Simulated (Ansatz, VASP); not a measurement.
# AlP in VASP and in Ansatz

```
Al P
1.0
     0.00000    2.68447    2.68447
     2.68447    0.00000    2.68447
     2.68447    2.68447    0.00000
Al P
1 1
Direct
  0.00000 0.00000 0.00000
  0.25000 0.25000 0.25000
```

Change from the starting cell: hydrostatic strain -2.0%.

Alike in both runs: task single point; functional PBE; k mesh 8 × 8 × 8; occupations fermi-dirac, width 0.02 eV; no spin polarisation.

|  | VASP | Ansatz |
| --- | --- | --- |
| version | VASP 6.6.1 | Ansatz 0.2.0 |
| potentials or method | VASP PAW PBE potentials, release 64 (Al, P) | plane waves, PAW |
| plane-wave cutoff (eV) | 500 | 420 |
| valence electrons in the cell | 8 | 8 |

VASP gave:

```
gap on the k mesh at the Fermi level (eV) : 1.47
pressure (GPa)                            : 7.3
```

What did Ansatz give for the same quantities?

gap on the k mesh at the Fermi level (eV): 1.48; pressure (GPa): 7.4.
